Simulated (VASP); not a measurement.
# TiAl3: single point with LDA

TiAl3:

```
Ti Al
1.0
    -1.83589    1.83589    4.01307
     1.83589   -1.83589    4.01307
     1.83589    1.83589   -4.01307
Ti Al
1 3
Direct
  0.00000 0.00000 0.00000
  0.50000 0.50000 0.00000
  0.75000 0.25000 0.50000
  0.25000 0.75000 0.50000
```

This cell differs from its parent crystal: volume 13.526 Å^3 an atom, c/a of the conventional cell 2.1859.

```json
{
  "Program": "VASP 6.6.1",
  "Task": "single point",
  "Functional": "LDA",
  "Potentials or basis": "VASP PAW LDA potentials, release 64 (Ti_sv, Al)",
  "Cutoff": "520 eV",
  "k mesh": "16 × 16 × 16",
  "Occupations": "gaussian, width 0.15 eV",
  "Spin": "no spin polarisation",
  "Dipole correction": "no",
  "Further INCAR settings": "ALGO = Fast; EDIFF = 1e-06; NBANDS = 18"
}
```

```yaml
Pressure: 16.8 GPa
```

Stress tensor (GPa, compression positive):
```
14.87  0.00  0.00
 0.00 14.87  0.00
 0.00  0.00 20.64
```

Levels at points of the mesh, in eV from the Fermi level:
| k point | band 8 | band 9 | band 10 | band 11 | band 12 | band 13 | band 14 | band 15 |
| --- | --- | --- | --- | --- | --- | --- | --- | --- |
| (0.00, 0.00, 0.00) | -1.77 | -1.47 | -1.47 | 0.90 | 1.98 | 1.98 | 2.35 | 3.26 |
| (0.50, 0.00, 0.00) | -2.77 | -1.26 | -0.29 | 0.51 | 2.08 | 2.23 | 3.20 | 3.37 |
| (0.50, 0.50, 0.00) | -4.07 | -2.79 | -2.21 | -1.09 | 2.07 | 2.22 | 3.20 | 3.41 |
| (0.50, 0.50, 0.50) | -0.97 | -0.97 | -0.30 | 0.72 | 0.72 | 1.09 | 3.42 | 5.97 |

Wall time 5.9 min on 1 thread of Intel(R) Xeon(R) 6975P-C (Granite Rapids) (shared host), peak memory 0.43 GiB.
